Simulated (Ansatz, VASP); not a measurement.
# K2Nb2O: VASP beside Ansatz

```xyz
5
Lattice="4.5940 0.0000 0.0000 -2.2970 3.9786 0.0000 0.0000 0.0000 6.6458" Properties=species:S:1:pos:R:3 pbc="T T T"
K     0.0000    2.6524    3.3229
K     2.2970    1.3262    3.3229
Nb    0.0000    2.6524    0.0000
Nb    2.2970    1.3262    0.0000
O     0.0000    0.0000    0.0000
```

Alike in both runs: functional PBE; k mesh 12 × 12 × 6; occupations gaussian, width 0.1 eV; no spin polarisation.

Ansatz relaxed the structure, and its values are those at the end. VASP's run is a single point on that final structure, the one shown.

|  | VASP | Ansatz |
| --- | --- | --- |
| version | VASP 6.6.1 | Ansatz 0.2.0 |
| potentials or method | VASP PAW PBE potentials, release 64 (K_sv, Nb_sv, O), cutoff 520 eV | scalar-relativistic, plane waves, PAW |
| valence electrons in the cell | 50 | 50 |

```csv
,VASP,Ansatz,Ansatz less VASP
gap on the k mesh at the Fermi level (eV),none,none,-
pressure (GPa),0.1,0.0,-0.10
```

A gap of «none» marks a metal or a gap that the smearing closes.
